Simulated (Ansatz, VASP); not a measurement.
## Sn in VASP and in Ansatz

```xyz
2
Lattice="5.0500 0.0000 0.0000 -2.5250 4.3734 0.0000 0.0000 0.0000 3.0990" Properties=species:S:1:pos:R:3 pbc="T T T"
Sn    0.0000    2.9156    0.0000
Sn    2.5250    1.4578    0.0000
```

Alike in both runs: functional PBE; dispersion D3(BJ); k mesh 12 × 12 × 14; occupations gaussian, width 0.1 eV; no spin polarisation.

Ansatz relaxed the structure, and its values are those at the end. VASP's run is a single point on that final structure, the one shown.

|  | VASP | Ansatz |
| --- | --- | --- |
| version | VASP 6.6.1 | Ansatz 0.2.0 |
| potentials or method | VASP PAW PBE potentials, release 64 (Sn_d), cutoff 520 eV | scalar-relativistic, plane waves, PAW |
| valence electrons in the cell | 28 | 28 |

|  | VASP | Ansatz | Ansatz less VASP |
| --- | --- | --- | --- |
| gap on the k mesh at the Fermi level (eV) | none | none | - |
| pressure (GPa) | 0.0 | 0.0 | +0.03 |

A gap of «none» marks a metal or a gap that the smearing closes.
